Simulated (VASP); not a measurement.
Wanted: the native input for a VASP 6.6.1 run.

| Item | Value |
| --- | --- |
| Task | single point |
| Functional | PBE |
| Potentials or basis | VASP PAW PBE potentials, release 64 (In_d, Ge_d, O) |
| Cutoff | 520 eV |
| k mesh | 6 × 6 × 4 |
| Occupations | gaussian, width 0.1 eV |
| Spin | no spin polarisation |
| Dipole correction | no |
| Further INCAR settings | ALGO = Normal; EDIFF = 1e-07; NBANDS = 34 |

The structure of InGe2O2 lies in POSCAR:

```
InGe2O2
1.0
    3.7297688262     -0.0000000028      0.0000000000
   -1.8648844107      3.2300745551      0.0000000000
    0.0000000000      0.0000000000      8.5942618923
In Ge O
1 2 2
Direct
    0.0000000000      0.0000000000      0.5000000000
    0.0000000000      0.0000000000      0.8618625650
    0.0000000000      0.0000000000      0.1381374350
    0.3333333333      0.6666666667      0.0000000000
    0.6666666667      0.3333333333      0.0000000000
```

The input as run:

INCAR

```
SYSTEM = InGe2O2
  ALGO = Normal
  EDIFF = 1E-7
  ENCUT = 520
  GGA = PE
  ISIF = 2
  ISMEAR = 0
  LASPH = .TRUE.
  LCHARG = .FALSE.
  LREAL = .FALSE.
  LWAVE = .FALSE.
  NBANDS = 34
  NELM = 60
  PREC = Accurate
  SIGMA = 0.1
```

KPOINTS

```
k-points
0
G
  6 6 4
  0 0 0
```

Potentials or basis: VASP PAW PBE potentials, release 64 (In_d, Ge_d, O).

Command:

```console
$ cat potpaw_PBE.64/In_d/POTCAR potpaw_PBE.64/Ge_d/POTCAR potpaw_PBE.64/O/POTCAR > POTCAR
$ mpirun -np 1 vasp_std > vasp.out
```

Results of the run:

```yaml
Pressure: 0.1 GPa
Largest_force: 0.033 eV/Å
```

Caveat: an odd number of electrons without spin polarisation forces a metal; a magnetic or distorted state may lie lower.

Wall time 92 s on 1 thread of AMD EPYC 7R43 64-Core Processor (Zen 3), with other jobs on the host, peak memory 0.2 GiB.
